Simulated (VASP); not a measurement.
# Si (P2_1/c) in VASP: further runs

The runs below take Si through single point, with PBE.

Everything below comes from runs of VASP 6.6.1. Logs are shortened: lines on timing, memory, paths and dates and some standing lists are left out, and cuts for length are marked.

## 1. The cell of the first run

Symmetry: P2_1/c, No. 14, monoclinic system. The conventional cell has a = 11.643 Å, b = 5.470 Å, c = 3.868 Å, α = 90.00°, β = 94.76°, γ = 90.00°. Within 3.1 Å of Si (site symmetry 1) lie 4 Si at 2.37 Å. Si (site symmetry 1) has 4 Si at 2.37 Å within 3.1 Å. Within 3.1 Å of Si (site symmetry 1) lie 4 Si at 2.37 to 2.56 Å.

## 2. Single point, PBE (the part above a cut slid along it)

Input file INCAR:

```
  PREC = Accurate
  ENCUT = 520
  EDIFF = 1E-6
  ISMEAR = 0
  SIGMA = 0.05
  LREAL = F
  LASPH = T
  NELM = 80
  ALGO = Normal
  ISIF = 2
  LWAVE = F
  LCHARG = F
  GGA = PE
  NBANDS = 36
```

Input file KPOINTS:

```
Automatic mesh
0
Gamma
  5 7 3
```

Input file POSCAR:

```
Si
1.0
    5.4695214896      0.0000000000      0.0000000000
    0.0000000000      2.7347607448     -2.7347607448
    0.0000000000      8.8879724207      7.5205920483
Si
12
Direct
    0.5000000000     -0.0624958333      0.2499833333
    0.0000000000      0.3958375000      0.4166500000
    0.5000000000     -0.1458291667      0.5833166667
    0.0000000000      0.3125041667      0.7499833333
    0.5000000000     -0.2291625000      0.9166500000
    0.0000000000      0.4791708333      0.0833166667
    0.7500000000     -0.1041625000      0.4166500000
    0.2500000000      0.3541708333      0.5833166667
    0.7500000000     -0.1874958333      0.7499833333
    0.2500000000      0.2708375000      0.9166500000
    0.7500000000     -0.0208291667      0.0833166667
    0.2500000000      0.4375041667      0.2499833333
```

Potentials or basis: VASP PAW PBE potentials, release 64 (Si).

Command:

```
cat potpaw_PBE.64/Si/POTCAR > POTCAR
mpirun -np 1 vasp_std > vasp.out
```

OUTCAR:

```text
PREC = Accurate
   ENCUT = 520
   EDIFF = 1E-6
   ISMEAR = 0
   LREAL = F
   LASPH = T
   NELM = 80
   ISIF = 2
   GGA = PE

 ion  position               nearest neighbor table
   1  0.500  0.938  0.250-  11 2.37  12 2.37  12 2.37   7 2.37
   2  0.000  0.396  0.417-   7 2.37   7 2.37  12 2.37   8 2.37
   3  0.500  0.854  0.583-   9 2.37   8 2.37   8 2.37   7 2.37
   4  0.000  0.313  0.750-   8 2.37   9 2.37   9 2.37  10 2.37
   5  0.500  0.771  0.917-  10 2.37  10 2.37   9 2.37  11 2.56
   6  0.000  0.479  0.083-  12 2.37  11 2.37  11 2.37  10 2.56
   7  0.750  0.896  0.417-   2 2.37   2 2.37   1 2.37   3 2.37
   8  0.250  0.354  0.583-   4 2.37   3 2.37   3 2.37   2 2.37
   9  0.750  0.813  0.750-   3 2.37   4 2.37   4 2.37   5 2.37
  10  0.250  0.271  0.917-   5 2.37   5 2.37   4 2.37   6 2.56
  11  0.750  0.979  0.083-   1 2.37   6 2.37   6 2.37   5 2.56
  12  0.250  0.438  0.250-   6 2.37   1 2.37   1 2.37   2 2.37

  LATTYP: Found a simple monoclinic cell.
 ALAT       =     3.8675357351
 B/A-ratio  =     1.4142135624
 C/A-ratio  =     3.0103986447
 COS(beta)  =    -0.0830454799

  Lattice vectors:

 A1 = (   0.0000000000,   2.7347607448,  -2.7347607448)
 A2 = (   5.4695214896,   0.0000000000,   0.0000000000)
 A3 = (   0.0000000000,  -8.8879724207,  -7.5205920483)

Analysis of symmetry for initial positions (statically):
=====================================================================
 Subroutine PRICEL returns:
 Original cell was already a primitive cell.

 Routine SETGRP: Setting up the symmetry group for a
 simple monoclinic supercell.

 Subroutine GETGRP returns: Found  4 space group operations
 (whereof  1 operations were pure point group operations)
 out of a pool of  4 trial point group operations.

The static configuration has the point symmetry C_1 .
 The point group associated with its full space group is C_2h.

Analysis of symmetry for dynamics (positions and initial velocities):
=====================================================================
 Subroutine PRICEL returns:
 Original cell was already a primitive cell.

 Routine SETGRP: Setting up the symmetry group for a
 simple monoclinic supercell.

 Subroutine GETGRP returns: Found  4 space group operations
 (whereof  1 operations were pure point group operations)
 out of a pool of  4 trial point group operations.

[... 119 lines left out ...]
   ENCUT  =  520.0 eV  38.22 Ry    6.18 a.u.  10.17  7.19 21.65*2*pi/ulx,y,z
   NELM   =     80;   NELMIN=  2; NELMDL= -5     # of ELM steps
   EDIFF  = 0.1E-05   stopping-criterion for ELM
   LREAL  =      F    real-space projection
[... 7 lines left out ...]
   TEBEG  =    0.0;   TEEND  =   0.0 temperature during run
   PSTRESS=    0.0 pullay stress
   NELECT =      48.0000    total number of electrons
   NUPDOWN=      -1.0000    fix difference up-down
   EMIN   =  10.00;   EMAX   =-10.00  energy-range for DOS
   EFERMI =   0.00;   METHOD = LEGACY
   ISMEAR =     0;   SIGMA  =   0.05  broadening in eV -4-tet -1-fermi 0-gaus
   EFERMI_NEDOS =   21; number of points for ismear=-14 and -15
   IALGO  =     38    algorithm
   IMIX   =      4    mixing-type and parameters
     AMIX     =   0.40;   BMIX     =  1.00
     AMIX_MAG =   1.60;   BMIX_MAG =  1.00
  volume/ion in A,a.u.               =      20.45       138.02
  Fermi-wavevector in a.u.,A,eV,Ry     =   0.950259  1.795730 12.285964  0.902993
  Thomas-Fermi vector in A             =   2.078619
   LORBIT       =      0    0 simple, 1 ext, 2 COOP (PROOUT), +10 PAW based schemes
   GGA     = PE    functional components
   LHFCALC =     F    Hartree Fock is set to
   AEXX    =    0.0000 exact exchange contribution
   IVDW    =     0    specifies the selected vdW correction
   LEPSILON=     F    determine dielectric tensor
   LRPA    =     F    only Hartree local field effects (RPA)
 non-spin polarized calculation
 Gauss-broadening in eV      SIGMA  =   0.05
  energy-cutoff  :      520.00
  volume of cell :      245.44
 maximum number of plane-waves:      6640
 NGX is ok and might be reduce to    42
   NGX = 21   NGY = 15   NGZ = 43

 number of electron      47.9999996 magnetization

 Free energy of the ion-electron system (eV)
  ---------------------------------------------------
  ext. energy  EPLUGINS =         0.00000000
  ---------------------------------------------------
  free energy    TOTEN  =       -64.06418810 eV

  energy without entropy =      -64.06314343  energy(sigma->0) =      -64.06366577

 E-fermi :   5.7407     XC(G=0):  -9.3578

 val. band max:        5.7235285143   @ k =   0.0000   0.1429   0.0000
 cond. band min:       5.7561919020   @ k =   0.0000   0.0000   0.0000
 fundamental gap:      0.0326633877
 Fermi energy:         5.7406861581

 k-point     1 :       0.0000    0.0000    0.0000
  band No.  band energies     occupation
      1      -6.1742      2.00000
      2      -5.2606      2.00000
      3      -5.2345      2.00000
      4      -3.0361      2.00000
      5      -2.9738      2.00000
      6      -2.1432      2.00000
[... 925 lines left out ...]
     35       9.6824      0.00000
     36       9.7675      0.00000

 [... further k-points ...]
[... 5 lines left out ...]
  --------------------------------------------------------------------------------------
  -------------------------------------------------------------------------------------
  Total        0.5122903     -8.0009140      3.6985946      0.0000000      0.2542117      0.0000000
  in kB        3.3441629    -52.2289060     24.1439350      0.0000000      1.6594601      0.0000000
  external PRESSURE =      -8.2469360 kB  Pullay stress =       0.0000000 kB

 VOLUME and BASIS-vectors are now :
 -----------------------------------------------------------------------------
  energy-cutoff  :      520.00
  volume of cell :      245.44
      direct lattice vectors                 reciprocal lattice vectors
     5.469521490  0.000000000  0.000000000     0.182831350  0.000000000  0.000000000
     0.000000000  2.734760745 -2.734760745     0.000000000  0.167595405 -0.198067296
     0.000000000  8.887972421  7.520592048     0.000000000  0.060943783  0.060943783

 POSITION                                       TOTAL-FORCE (eV/Angst)
 -----------------------------------------------------------------------------------
      2.73476      4.78569     -0.68383        -0.060375     -0.126274      0.133430
      0.00000      4.78569      2.05093        -0.032804     -0.013739      0.006248
      2.73476      7.52046      2.05093        -0.032804      0.013739     -0.006248
      0.00000      7.52046      4.78569        -0.060375      0.126274     -0.133430
      2.73476     10.25522      4.78569         0.468201      0.904925     -0.267321
      0.00000      2.05093     -0.68383         0.468201     -0.904925      0.267321
      4.10214      6.15307      0.68355         0.032804     -0.013739      0.006248
      1.36738      6.15307      3.41831         0.032804      0.013739     -0.006248
      4.10214      8.88784      3.41831         0.060375      0.126274     -0.133430
      1.36738      8.88784      6.15307        -0.468201      0.904925     -0.267321
      4.10214      3.41831     -2.05121        -0.468201     -0.904925      0.267321
      1.36738      3.41831      0.68355         0.060375     -0.126274      0.133430
 -----------------------------------------------------------------------------------
    total drift:                               -0.000000      0.000000      0.000000

  FREE ENERGIE OF THE ION-ELECTRON SYSTEM (eV)
  ---------------------------------------------------
  free  energy   TOTEN  =       -64.0641881004 eV

  energy  without entropy=      -64.0631434338  energy(sigma->0) =      -64.06366577
```

It took 3.3 min on 1 thread of Intel Xeon Platinum 8488C (Sapphire Rapids), shared host; peak memory 0.42 GiB.

What came out:

```yaml
Free_energy: -64.0642 eV
Pressure: -0.8 GPa
Largest_force: 1.053 eV/Å
Band_gap_on_the_k_mesh: zero (bands 24 and 25 overlap by 0.09 eV)
```

Forces on the atoms (eV/Å):
```
Si  -0.060 -0.126  0.133
Si  -0.033 -0.014  0.006
Si  -0.033  0.014 -0.006
Si  -0.060  0.126 -0.133
Si   0.468  0.905 -0.267
Si   0.468 -0.905  0.267
Si   0.033 -0.014  0.006
Si   0.033  0.014 -0.006
Si   0.060  0.126 -0.133
Si  -0.468  0.905 -0.267
Si  -0.468 -0.905  0.267
Si   0.060 -0.126  0.133
```

Caveat: the cell differs from its parent crystal (the part above a cut slid along it); the stress differs along the axes, from -5 to 2 GPa; semilocal functionals underestimate gaps, and a narrow one can read as zero; forces of over 1 eV/Å act on the atoms, so gaps and moduli don't describe the material at rest.

## 3. Single point, PBE (the part above a cut slid along it)

Input file INCAR:

```
SYSTEM = Si
ALGO = Normal
EDIFF = 1E-6
ENCUT = 520
GGA = PE
ISIF = 2
ISMEAR = 0
LASPH = .TRUE.
LCHARG = .FALSE.
LREAL = .FALSE.
LWAVE = .FALSE.
NBANDS = 36
NELM = 80
PREC = Accurate
SIGMA = 0.05
```

Input file KPOINTS:

```
k-points
0
G
  5 7 3
  0 0 0
```

Input file POSCAR:

```
Si
1.0
    5.4695214896      0.0000000000      0.0000000000
    0.0000000000      2.7347607448     -2.7347607448
    0.0000000000      9.2298175138      7.1787469552
Si
12
Direct
    0.5000000000     -0.0937437500      0.2499833333
    0.0000000000      0.3437562500      0.4166500000
    0.5000000000     -0.2187437500      0.5833166667
    0.0000000000      0.2187562500      0.7499833333
    0.5000000000     -0.3437437500      0.9166500000
    0.0000000000      0.4687562500      0.0833166667
    0.7500000000     -0.1562437500      0.4166500000
    0.2500000000      0.2812562500      0.5833166667
    0.7500000000     -0.2812437500      0.7499833333
    0.2500000000      0.1562562500      0.9166500000
    0.7500000000     -0.0312437500      0.0833166667
    0.2500000000      0.4062562500      0.2499833333
```

Potentials or basis: VASP PAW PBE potentials, release 64 (Si).

Command:

```
cat potpaw_PBE.64/Si/POTCAR > POTCAR
mpirun -np 1 vasp_std > vasp.out
```

Run time: 4.4 min. Hardware: 1 thread of Intel Xeon Platinum 8488C (Sapphire Rapids), shared host; peak memory 0.42 GiB.

Results (log left out):

```
Free energy            : -62.9947 eV
Pressure               : -1.2 GPa
Largest force          : 1.100 eV/Å
Band gap on the k mesh : zero (bands 24 and 25 overlap by 0.67 eV)
```

Forces in eV/Å, atoms in the order of the input:
```
Si  -0.158 -0.134  0.114
Si  -0.080 -0.026 -0.002
Si  -0.080  0.026  0.002
Si  -0.158  0.134 -0.114
Si   0.516  0.938 -0.253
Si   0.516 -0.938  0.253
Si   0.080 -0.026 -0.002
Si   0.080  0.026  0.002
Si   0.158  0.134 -0.114
Si  -0.516  0.938 -0.253
Si  -0.516 -0.938  0.253
Si   0.158 -0.134  0.114
```

Stress tensor (GPa, compression positive):
```
 1.04  0.00  0.00
 0.00 -6.03  0.64
 0.00  0.64  1.42
```

Levels at points of the mesh, in eV from the Fermi level:
```tsv
k point	band 20	band 21	band 22	band 23	band 24	band 25	band 26	band 27	band 28	band 29
(0.00, 0.00, 0.00)	-1.22	-0.34	-0.08	0.16	0.31	0.73	0.92	1.05	2.11	2.46
```

Caveat: the cell differs from its parent crystal (the part above a cut slid along it); the stress differs along the axes, from -6 to 1 GPa; semilocal functionals underestimate gaps, and a narrow one can read as zero; forces of over 1 eV/Å act on the atoms, so gaps and moduli don't describe the material at rest.

The gap in the log of VASP goes by the Fermi energy; the results here count the filled bands.